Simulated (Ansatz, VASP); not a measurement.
Two plane-wave programs on SrTiO3

The input INCAR:

```
ALGO     = Normal         # electronic algorithm
EDIFF    = 1E-6           # SCF threshold, eV
EDIFFG   = -0.002         # ionic threshold
ENCUT    = 600            # plane-wave cutoff, eV
GGA      = PE             # functional
IBRION   = 2              # ionic algorithm
ISIF     = 3              # what is computed and relaxed
ISMEAR   = 0              # smearing method
LASPH    = True           # aspherical terms in the spheres
LCHARG   = False          # write CHGCAR
LREAL    = False          # projectors in reciprocal space
LWAVE    = False          # write WAVECAR
NELM     = 100            # most SCF steps
NSW      = 100            # ionic steps
PREC     = Accurate       # precision mode
SIGMA    = 0.02           # smearing width, eV
```

KPOINTS

```
k-points
0
Gamma
  8 8 8
```

File POSCAR:

```
SrTiO3
1.0
    3.9052800000      0.0000000000      0.0000000000
    0.0000000000      3.9052800000      0.0000000000
    0.0000000000      0.0000000000      3.9052800000
Sr Ti O
1 1 3
Direct
    0.5000000000      0.5000000000      0.5000000000
    0.0000000000      0.0000000000      0.0000000000
    0.5000000000      0.0000000000      0.0000000000
    0.0000000000      0.5000000000      0.0000000000
    0.0000000000      0.0000000000      0.5000000000
```

Input for Ansatz:

```yaml
crystal:
  lattice:
    - [3.90528, 0.0, 0.0]
    - [0.0, 3.90528, 0.0]
    - [0.0, 0.0, 3.90528]
  atoms:
    - { symbol: Sr, position: [0.5, 0.5, 0.5] }
    - { symbol: Ti, position: [0.0, 0.0, 0.0] }
    - { symbol: O, position: [0.5, 0.0, 0.0] }
    - { symbol: O, position: [0.0, 0.5, 0.0] }
    - { symbol: O, position: [0.0, 0.0, 0.5] }
basis: {}
kpoints:
  mp_grid: { grid: [8, 8, 8] }
hamiltonian:
  xc: pbe
  pseudopotentials: { kind: nc }
scf:
  occupations: { method: gaussian, width: 0.02 }
output:
  forces: true
  stress: true
  eigenvalues: true
relax:
  adjacent_minimum: "off"
  f_tol: 0.002
  max_steps: 80
  cell: { stress_tol: 0.02 }
```

Alike in both runs: task relaxation of cell and atoms; functional PBE; k mesh 8 × 8 × 8; occupations gaussian, width 0.02 eV; no spin polarisation.

|  | VASP | Ansatz |
| --- | --- | --- |
| version | VASP 6.6.1 | Ansatz 0.2.0 |
| potentials or method | VASP PAW PBE potentials, release 64 (Sr_sv, Ti_sv, O) | scalar-relativistic, plane waves, norm-conserving pseudopotentials |
| plane-wave cutoff (eV) | 600 | 1240 |
| valence electrons in the cell | 40 | 40 |

|  | VASP | Ansatz | Ansatz less VASP |
| --- | --- | --- | --- |
| gap on the k mesh at the Fermi level, each at its own relaxed structure (eV) | 1.81 | 1.84 | +0.036 |
| relaxed volume (Å³/atom) | 12.23 | 12.19 | -0.042 |
| relaxed cell length with the largest relative difference (Å) | 3.940 | 3.936 | -0.0045 |
